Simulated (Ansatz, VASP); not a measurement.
**WC in VASP and in Ansatz**

```
W C
1.0
     2.92177    0.00000    0.00000
    -1.46089    2.53033    0.00000
     0.00000    0.00000    2.84708
W C
1 1
Cartesian
  0.0000 0.0000 -0.0147
  1.4609 0.8434 1.6485
```

Change from the starting cell: mode 4 (566.4 1/cm) frozen in, largest displacement +0.225 Å.

Alike in both runs: task single point; functional PBE; k mesh 24 × 24 × 22; occupations gaussian, width 0.15 eV; no spin polarisation.

|  | VASP | Ansatz |
| --- | --- | --- |
| version | VASP 6.6.1 | Ansatz 0.2.0 |
| potentials or method | VASP PAW PBE potentials, release 64 (W_sv, C), cutoff 520 eV | scalar-relativistic, plane waves, PAW |
| valence electrons in the cell | 18 | 18 |

```tsv
	VASP	Ansatz	Ansatz less VASP
gap on the k mesh at the Fermi level (eV)	none	none	-
pressure (GPa)	13.4	12.3	-1.16
traceless stress, the component that is largest in VASP (GPa)	1.96	1.83	-0.128
rms of the force components (eV/Å)	2.067	2.051	-0.0163
```

Atom by atom the forces differ by 0.016 eV/Å (rms over components). A gap of «none» marks a metal or a gap that the smearing closes. With one functional, cell and mesh, what is left measures potentials, basis and numerics.

Spin-orbit coupling is off throughout.
